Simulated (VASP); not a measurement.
Runs of VASP 6.6.1 on AgO2 (fluorite type). The structure is that of space group Fm-3m (No. 225), or close to it. The cells are those of the table. 

```tsv
level	cell	k mesh	smearing	gap on the mesh (eV)	pressure (GPa)
PBE	a = 3.575 Å, angles 60.0°, 3 atoms	12 × 12 × 12	fermi-dirac 0.0612256 eV	none	(a)
PBE	a = 3.650 Å, angles 60.0°, 3 atoms	12 × 12 × 12	fermi-dirac 0.0612256 eV	none	-0.1
r2SCAN	a = 3.550 Å, angles 60.0°, 3 atoms	11 × 11 × 11	fermi-dirac 0.1 eV	none	(b)
PBE	a = 3.674 Å, angles 60.0°, 3 atoms	12 × 12 × 12	fermi-dirac 0.0612256 eV	none	-2.8
PBE	a = 3.722 Å, angles 60.0°, 3 atoms	12 × 12 × 12	fermi-dirac 0.0612256 eV	none	-7.2
PBE	a = 3.698 Å, angles 60.0°, 3 atoms	12 × 12 × 12	fermi-dirac 0.0612256 eV	none	-5.2
PBE	a = 3.601 Å, angles 60.0°, 3 atoms	12 × 12 × 12	fermi-dirac 0.0612256 eV	none	6.5
```

Alike in all rows: task single point; potentials or basis VASP PAW PBE potentials, release 64 (Ag, O); no spin polarisation; cutoff (eV) 520.

Task: Fill in the values left out.

Result: (a) 10.3; (b) 9.5.

Caveats: an odd number of electrons without spin polarisation forces a metal; a magnetic or distorted state may lie lower; the cell stands under pressure (at least some runs); the cell stands under tension (at least some runs); the PAW data sets were made with another functional, which shifts forces and pressure a little (at least some runs).

A k mesh can miss the band edges, and the runs leave out spin-orbit coupling on Ag.

A gap of «none» marks levels without a gap at the run's occupations.
